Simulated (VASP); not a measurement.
# PbSe (Fm-3m) in VASP: single point with PBEsol

Aim: the single point of PbSe with PBEsol.

All numbers are computed with VASP 6.6.1; they aren't measurements. Logs are shortened: lines on timing, memory, paths and dates and some standing lists are left out, and cuts for length are marked.

**1. The cell of the first run**

The structure is cubic, space group Fm-3m (No. 225). Conventional cell: a = 6.244 Å, b = 6.244 Å, c = 6.244 Å, α = 90.00°, β = 90.00°, γ = 90.00°. Within 4.1 Å of Pb (site symmetry m-3m) lie 6 Se at 3.12 Å. Within 4.1 Å of Se (site symmetry m-3m) lie 6 Pb at 3.12 Å.

**2. Single point, PBEsol (volume scaled by 1.06)**

Contents of INCAR:

```
PREC = Accurate
ENCUT = 500
EDIFF = 1E-6
ISMEAR = -1
SIGMA = 0.01
LREAL = False
LASPH = True
NELM = 120
ALGO = Normal
ISIF = 2
LWAVE = False
LCHARG = True
GGA = PS
LELF = True
LVHAR = True
NBANDS = 17
GGA_COMPAT = False
```

Contents of KPOINTS:

```
regular mesh
0
Gamma
  9 9 9
```

Contents of POSCAR:

```
PbSe
1.0
    0.0000000000      3.1222074042      3.1222074042
    3.1222074042      0.0000000000      3.1222074042
    3.1222074042      3.1222074042      0.0000000000
Pb Se
1 1
Direct
    0.0000000000      0.0000000000      0.0000000000
    0.5000000000      0.5000000000      0.5000000000
```

Potentials or basis: VASP PAW PBE potentials, release 64 (Pb_d, Se).

Run with:

```
$ cat potpaw_PBE.64/Pb_d/POTCAR potpaw_PBE.64/Se/POTCAR > POTCAR
$ mpirun -np 1 vasp_std > vasp.out
```

OUTCAR:

```text
PREC = Accurate
   ENCUT = 500
   EDIFF = 1E-6
   ISMEAR = -1
   LREAL = False
   LASPH = True
   NELM = 120
   ISIF = 2
   GGA = PS

 ion  position               nearest neighbor table
   1  0.000  0.000  0.000-   2 3.12   2 3.12   2 3.12   2 3.12   2 3.12   2 3.12
   2  0.500  0.500  0.500-   1 3.12   1 3.12   1 3.12   1 3.12   1 3.12   1 3.12

  LATTYP: Found a face centered cubic cell.
 ALAT       =     6.2444148084

  Lattice vectors:

 A1 = (   0.0000000000,   3.1222074042,   3.1222074042)
 A2 = (   3.1222074042,   0.0000000000,   3.1222074042)
 A3 = (   3.1222074042,   3.1222074042,   0.0000000000)

Analysis of symmetry for initial positions (statically):
=====================================================================
 Subroutine PRICEL returns:
 Original cell was already a primitive cell.

 Routine SETGRP: Setting up the symmetry group for a
 face centered cubic supercell.

 Subroutine GETGRP returns: Found 48 space group operations
 (whereof 48 operations were pure point group operations)
 out of a pool of 48 trial point group operations.

The static configuration has the point symmetry O_h .

Analysis of symmetry for dynamics (positions and initial velocities):
=====================================================================
 Subroutine PRICEL returns:
 Original cell was already a primitive cell.

 Routine SETGRP: Setting up the symmetry group for a
 face centered cubic supercell.

 Subroutine GETGRP returns: Found 48 space group operations
 (whereof 48 operations were pure point group operations)
 out of a pool of 48 trial point group operations.

The dynamic configuration has the point symmetry O_h .

 Subroutine INISYM returns: Found 48 space group operations
 (whereof 48 operations are pure point group operations),
 and found     1 'primitive' translations

----------------------------------------------------------------------------------------

                                     Primitive cell

  volume of cell :      60.8717

  direct lattice vectors                    reciprocal lattice vectors
     0.000000000  3.122207404  3.122207404    -0.160143109  0.160143109  0.160143109
     3.122207404  0.000000000  3.122207404     0.160143109 -0.160143109  0.160143109
     3.122207404  3.122207404  0.000000000     0.160143109  0.160143109 -0.160143109

  length of vectors
     4.415468056  4.415468056  4.415468056     0.277376001  0.277376001  0.277376001

  position of ions in fractional coordinates (direct lattice)
     0.000000000  0.000000000  0.000000000
     0.500000000  0.500000000  0.500000000

  ion indices of the primitive-cell ions
   primitive index   ion index
                 1           1
                 2           2

----------------------------------------------------------------------------------------

 KPOINTS: regular mesh

Automatic generation of k-mesh.
 Grid dimensions read from file:
 generate k-points for:    9    9    9

 Generating k-lattice:

  Cartesian coordinates                     Fractional coordinates (reciprocal lattice)
    -0.017793679  0.017793679  0.017793679     0.111111111  0.000000000  0.000000000
     0.017793679 -0.017793679  0.017793679     0.000000000  0.111111111  0.000000000
     0.017793679  0.017793679 -0.017793679     0.000000000  0.000000000  0.111111111

  Length of vectors
     0.030819556  0.030819556  0.030819556

  Shift w.r.t. Gamma in fractional coordinates (k-lattice)
     0.000000000  0.000000000  0.000000000

 Subroutine IBZKPT returns following result:
 ===========================================

 Found     35 irreducible k-points:

 Following reciprocal coordinates:
            Coordinates               Weight
  0.000000  0.000000  0.000000      1.000000
  0.111111  0.000000  0.000000      8.000000
  0.222222  0.000000  0.000000      8.000000
  0.333333  0.000000  0.000000      8.000000
  0.444444  0.000000  0.000000      8.000000
  0.111111  0.111111  0.000000      6.000000
[... 16 lines left out ...]
 -0.333333  0.333333  0.000000     12.000000
  0.444444  0.444444  0.000000      6.000000
 [... further k-points ...]
   k-points           NKPTS =     35   k-points in BZ     NKDIM =     35   number of bands    NBANDS=     17
   number of dos      NEDOS =    301   number of ions     NIONS =      2
   total plane-waves  NPLWV =  32768
   dimension x,y,z NGX =    32 NGY =   32 NGZ =   32
   dimension x,y,z NGXF=    64 NGYF=   64 NGZF=   64
   ions per type =               1   1
   NGX,Y,Z   is equivalent  to a cutoff of  12.05, 12.05, 12.05 a.u.
   NGXF,Y,Z  is equivalent  to a cutoff of  24.10, 24.10, 24.10 a.u.
 SYSTEM =  unknown system
   PREC   = accura    normal or accurate (medium, high low for compatibility)
   ISTART =      0    job   : 0-new  1-cont  2-samecut
   ICHARG =      2    charge: 1-file 2-atom 10-const
   ISPIN  =      1    spin polarized calculation?
   LNONCOLLINEAR =      F non collinear calculations
   LSORBIT =      F    spin-orbit coupling
   LASPH  =      T    aspherical Exc in radial PAW
   ENCUT  =  500.0 eV  36.75 Ry    6.06 a.u.   8.05  8.05  8.05*2*pi/ulx,y,z
   NELM   =    120;   NELMIN=  2; NELMDL= -5     # of ELM steps
   EDIFF  = 0.1E-05   stopping-criterion for ELM
   LREAL  =      F    real-space projection
   EDIFFG = 0.1E-04   stopping-criterion for IOM
   NSW    =      0    number of steps for IOM
   IBRION =     -1    ionic relax: 0-MD 1-quasi-New 2-CG
   NFREE  =      0    steps in history (QN), initial steepest desc. (CG)
   ISIF   =      2    stress and relaxation
   ISYM   =      2    0-nonsym 1-usesym 2-fastsym
   POTIM  = 0.5000    time-step for ionic-motion
   TEBEG  =    0.0;   TEEND  =   0.0 temperature during run
   PSTRESS=    0.0 pullay stress
   NELECT =      20.0000    total number of electrons
   NUPDOWN=      -1.0000    fix difference up-down
   EMIN   =  10.00;   EMAX   =-10.00  energy-range for DOS
   EFERMI =   0.00;   METHOD = LEGACY
   ISMEAR =    -1;   SIGMA  =   0.01  broadening in eV -4-tet -1-fermi 0-gaus
   EFERMI_NEDOS =   21; number of points for ismear=-14 and -15
   IALGO  =     38    algorithm
   IMIX   =      4    mixing-type and parameters
     AMIX     =   0.40;   BMIX     =  1.00
     AMIX_MAG =   1.60;   BMIX_MAG =  1.00
  volume/ion in A,a.u.               =      30.44       205.39
  Fermi-wavevector in a.u.,A,eV,Ry     =   1.129657  2.134741 17.362719  1.276124
  Thomas-Fermi vector in A             =   2.266351
   LORBIT       =      0    0 simple, 1 ext, 2 COOP (PROOUT), +10 PAW based schemes
   GGA     = PS    functional components
   LHFCALC =     F    Hartree Fock is set to
   AEXX    =    0.0000 exact exchange contribution
   IVDW    =     0    specifies the selected vdW correction
   LEPSILON=     F    determine dielectric tensor
   LRPA    =     F    only Hartree local field effects (RPA)
 non-spin polarized calculation
  energy-cutoff  :      500.00
  volume of cell :       60.87
 maximum number of plane-waves:      1561
   NGX = 17   NGY = 17   NGZ = 17

 number of electron      19.9999998 magnetization

 Free energy of the ion-electron system (eV)
  ---------------------------------------------------
  ext. energy  EPLUGINS =         0.00000000
  ---------------------------------------------------
  free energy    TOTEN  =        -8.87561529 eV

  energy without entropy =       -8.87561529  energy(sigma->0) =       -8.87561529

 E-fermi :   4.2636     XC(G=0):  -9.4482

 val. band max:        4.0078123192   @ k =   0.4444   0.0000   0.0000
 cond. band min:       4.7275612623   @ k =   0.4444   0.0000   0.0000
 fundamental gap:      0.7197489431
 Fermi energy:         4.2636191042

 k-point     1 :       0.0000    0.0000    0.0000
  band No.  band energies     occupation
      1     -12.4636      2.00000
      2     -12.4636      2.00000
      3     -12.4636      2.00000
      4     -12.4591      2.00000
      5     -12.4591      2.00000
      6      -8.9251      2.00000
[... 9 lines left out ...]
     16      10.7656      0.00000
     17      12.0955      0.00000

 k-point     2 :       0.1111    0.0000    0.0000
  band No.  band energies     occupation
      1     -12.4632      2.00000
      2     -12.4630      2.00000
      3     -12.4630      2.00000
      4     -12.4589      2.00000
      5     -12.4589      2.00000
      6      -8.8405      2.00000
[... 9 lines left out ...]
     16      11.0263      0.00000
     17      12.9748      0.00000

 k-point     3 :       0.2222    0.0000    0.0000
  band No.  band energies     occupation
      1     -12.4678      2.00000
      2     -12.4678      2.00000
      3     -12.4622      2.00000
      4     -12.4517      2.00000
      5     -12.4517      2.00000
      6      -8.6045      2.00000
[... 9 lines left out ...]
     16      11.7015      0.00000
     17      14.5729      0.00000

 k-point     4 :       0.3333    0.0000    0.0000
  band No.  band energies     occupation
      1     -12.4740      2.00000
      2     -12.4740      2.00000
      3     -12.4612      2.00000
      4     -12.4429      2.00000
      5     -12.4429      2.00000
      6      -8.2834      2.00000
[... 9 lines left out ...]
     16      12.7304      0.00000
     17      15.5756      0.00000

 k-point     5 :       0.4444    0.0000    0.0000
  band No.  band energies     occupation
      1     -12.4780      2.00000
      2     -12.4780      2.00000
      3     -12.4606      2.00000
      4     -12.4371      2.00000
      5     -12.4371      2.00000
      6      -8.0257      2.00000
[... 9 lines left out ...]
     16      13.9825      0.00000
     17      14.5071      0.00000

 k-point     6 :       0.1111    0.1111    0.0000
  band No.  band energies     occupation
      1     -12.4653      2.00000
      2     -12.4650      2.00000
      3     -12.4596      2.00000
      4     -12.4596      2.00000
      5     -12.4573      2.00000
      6      -8.8116      2.00000
[... 9 lines left out ...]
     16      11.5114      0.00000
     17      12.5718      0.00000

 k-point     7 :       0.2222    0.1111    0.0000
  band No.  band energies     occupation
      1     -12.4728      2.00000
      2     -12.4653      2.00000
      3     -12.4611      2.00000
      4     -12.4546      2.00000
      5     -12.4505      2.00000
      6      -8.6243      2.00000
[... 9 lines left out ...]
     16      12.2495      0.00000
     17      13.6175      0.00000

 k-point     8 :       0.3333    0.1111    0.0000
  band No.  band energies     occupation
      1     -12.4808      2.00000
      2     -12.4666      2.00000
      3     -12.4627      2.00000
      4     -12.4484      2.00000
      5     -12.4416      2.00000
      6      -8.3276      2.00000
[... 9 lines left out ...]
     16      13.2319      0.00000
     17      15.0835      0.00000
[... 203 lines left out ...]
      1     -12.4812      2.00000
      2     -12.4705      2.00000
      3     -12.4575      2.00000
      4     -12.4480      2.00000
      5     -12.4441      2.00000
      6      -8.1681      2.00000
[... 9 lines left out ...]
     16      13.7515      0.00000
     17      14.7200      0.00000

 k-point    20 :       0.3333    0.3333    0.0000
  band No.  band energies     occupation
      1     -12.5217      2.00000
      2     -12.4744      2.00000
      3     -12.4476      2.00000
      4     -12.4370      2.00000
      5     -12.4370      2.00000
      6      -8.0620      2.00000
[... 9 lines left out ...]
     16      14.3747      0.00000
     17      15.2432      0.00000

 k-point    21 :       0.4444    0.3333    0.0000
  band No.  band energies     occupation
      1     -12.5333      2.00000
      2     -12.4736      2.00000
      3     -12.4490      2.00000
      4     -12.4339      2.00000
      5     -12.4319      2.00000
      6      -7.8547      2.00000
[... 9 lines left out ...]
     16      15.1975      0.00000
     17      15.8532      0.00000

 k-point    22 :      -0.4444    0.3333    0.0000
  band No.  band energies     occupation
      1     -12.5302      2.00000
      2     -12.4672      2.00000
      3     -12.4542      2.00000
      4     -12.4364      2.00000
      5     -12.4317      2.00000
      6      -7.7235      2.00000
[... 9 lines left out ...]
     16      14.6806      0.00000
     17      16.2650      0.00000

 k-point    23 :      -0.3333    0.3333    0.0000
  band No.  band energies     occupation
      1     -12.5147      2.00000
      2     -12.4614      2.00000
      3     -12.4573      2.00000
      4     -12.4435      2.00000
      5     -12.4360      2.00000
      6      -7.7472      2.00000
[... 9 lines left out ...]
     16      13.5398      0.00000
     17      15.4819      0.00000

 k-point    24 :       0.4444    0.4444    0.0000
  band No.  band energies     occupation
      1     -12.5498      2.00000
      2     -12.4776      2.00000
      3     -12.4442      2.00000
      4     -12.4288      2.00000
      5     -12.4288      2.00000
      6      -7.7393      2.00000
[... 9 lines left out ...]
     16      15.1914      0.00000
     17      16.5780      0.00000

 [... further k-points ...]

------------------------ aborting loop because EDIFF is reached ----------------------------------------

  FORCE on cell =-STRESS in cart. coord.  units (eV):
  Direction    XX          YY          ZZ          XY          YZ          ZX
  --------------------------------------------------------------------------------------
  -------------------------------------------------------------------------------------
  Total       -1.2144806     -1.2144806     -1.2144806      0.0000000     -0.0000000     -0.0000000
  in kB      -31.9658252    -31.9658252    -31.9658252      0.0000000     -0.0000000     -0.0000000
  external PRESSURE =     -31.9658252 kB  Pullay stress =       0.0000000 kB

 VOLUME and BASIS-vectors are now :
 -----------------------------------------------------------------------------
  energy-cutoff  :      500.00
  volume of cell :       60.87
      direct lattice vectors                 reciprocal lattice vectors
     0.000000000  3.122207404  3.122207404    -0.160143109  0.160143109  0.160143109
     3.122207404  0.000000000  3.122207404     0.160143109 -0.160143109  0.160143109
     3.122207404  3.122207404  0.000000000     0.160143109  0.160143109 -0.160143109

 POSITION                                       TOTAL-FORCE (eV/Angst)
 -----------------------------------------------------------------------------------
      0.00000      0.00000      0.00000        -0.000000      0.000000      0.000000
      3.12221      3.12221      3.12221         0.000000     -0.000000     -0.000000
 -----------------------------------------------------------------------------------
    total drift:                                0.000000     -0.000000     -0.000000

  FREE ENERGIE OF THE ION-ELECTRON SYSTEM (eV)
  ---------------------------------------------------
  free  energy   TOTEN  =        -8.8756152861 eV

  energy  without entropy=       -8.8756152861  energy(sigma->0) =       -8.87561529
```

Wall time 13 s (1 thread of Intel Xeon 6975P-C (Granite Rapids), shared host); peak memory 0.19 GiB.

What came out:

```yaml
Free_energy: -8.8756 eV
Pressure: -3.2 GPa
```

Caveat: this odd mesh misses L, where the gap lies, so gap, dielectric constants and Born charges aren't listed; the PAW data sets were made with another functional, which shifts forces and pressure a little; spin-orbit coupling is left out, which moves the levels of the heavy elements.
